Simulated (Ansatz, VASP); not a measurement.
One calculation of BN, two programs

POSCAR

```
BN
1.0
    0.0338402579      1.8048137558      1.8048137558
    1.8048137558      0.0338402579      1.8048137558
    1.8386540137      1.8386540137      0.0000000000
B N
1 1
Direct
    0.0000000000      0.0000000000      0.0000000000
    0.7500000000      0.7500000000      0.7500000000
```

INCAR.step1

```
SYSTEM = BN
ALGO = Normal ; EDIFF = 1E-4
ENCUT = 520 ; GGA = PE
ISMEAR = 0 ; LASPH = .TRUE.
LCHARG = .FALSE. ; LREAL = .FALSE.
LWAVE = .TRUE. ; NBANDS = 11
NELM = 80 ; PREC = Accurate
SIGMA = 0.05
```

The input INCAR.step2:

```
SYSTEM = BN
ALGO = Normal ; EDIFF = 1E-6
ENCUT = 520 ; ISIF = 2
ISMEAR = 0 ; ISTART = 1
LASPH = .TRUE. ; LCHARG = .FALSE.
LMIXTAU = .TRUE. ; LREAL = .FALSE.
LWAVE = .FALSE. ; METAGGA = R2SCAN
NBANDS = 11 ; NELM = 80
PREC = Accurate ; SIGMA = 0.05
```

File KPOINTS:

```
k-points
0
G
  12 12 12
  0 0 0
```

Input for Ansatz:

```yaml
crystal:
  lattice:
    - [0.0338402579, 1.8048137558, 1.8048137558]
    - [1.8048137558, 0.0338402579, 1.8048137558]
    - [1.8386540137, 1.8386540137, 0.0]
  atoms:
    - { symbol: B, position: [0.0, 0.0, 0.0] }
    - { symbol: "N", position: [0.75, 0.75, 0.75] }
basis:
  ecutwfc: 500
kpoints:
  mp_grid: { grid: [12, 12, 12] }
hamiltonian:
  xc: r2scan
scf:
  occupations: { method: gaussian, width: 0.05 }
output:
  forces: true
  stress: true
  eigenvalues: true
```

Change from the starting cell: strain +0.0375 x Voigt [0, 0, 0, 0, 0, 1], atoms carried along.

Alike in both runs: task single point; functional r2SCAN; k mesh 12 × 12 × 12; occupations gaussian, width 0.05 eV; no spin polarisation.

|  | VASP | Ansatz |
| --- | --- | --- |
| version | VASP 6.6.1 | Ansatz 0.2.0 |
| potentials or method | VASP PAW PBE potentials, release 64 (B, N), cutoff 520 eV | scalar-relativistic, plane waves, PAW |
| valence electrons in the cell | 8 | 8 |

|  | VASP | Ansatz | Ansatz less VASP |
| --- | --- | --- | --- |
| gap on the k mesh at the Fermi level (eV) | 4.81 | 4.83 | +0.021 |
| least direct gap on the mesh (eV) | 8.97 | 9.00 | +0.036 |
| pressure (GPa) | 1.8 | 0.7 | -1.12 |
| traceless stress, the component that is largest in VASP (GPa) | -17.68 | -17.57 | +0.110 |
| rms of the force components (eV/Å) | 0.023 | 0.018 | -0.0049 |

VASP's potentials were made for PBE, not for r2SCAN. Atom by atom the forces differ by 0.005 eV/Å (rms over components). The functional is the same, so the differences come from potentials, cutoffs and numerics.
